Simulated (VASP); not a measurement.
Here is a VASP 6.6.1 calculation.

File INCAR:

```
SYSTEM = V
PREC = Accurate
ENCUT = 520
EDIFF = 1E-6
ISMEAR = 0
SIGMA = 0.15
LREAL = .False.
LASPH = .True.
NELM = 60
ALGO = Fast
ISIF = 2
LWAVE = .False.
LCHARG = .True.
GGA = PE
LELF = .True.
LVHAR = .True.
NBANDS = 12
```

KPOINTS

```
Automatic mesh
0
Gamma
  22 22 22
  0 0 0
```

The input POSCAR:

```
V
1.0
   -1.4988534500      1.4988534500      1.5130000000
    1.4988534500     -1.4988534500      1.5130000000
    1.5271465500      1.5271465500     -1.5130000000
V
1
Direct
    0.0000000000      0.0000000000      0.0000000000
```

Potentials or basis: VASP PAW PBE potentials, release 64 (V_sv).

The run is started by

```bash
$ cat potpaw_PBE.64/V_sv/POTCAR > POTCAR
$ mpirun -np 1 vasp_std > vasp.out
```

Q: Predict the pressure.

A: -4.7 GPa.

Stress tensor (GPa, compression positive):
```
-4.71 -0.37  0.00
-0.37 -4.71  0.00
 0.00  0.00 -4.65
```

Caveat: the cell differs from its parent crystal (strain +0.0187 x Voigt [0, 0, 0, 0, 0, 1]).
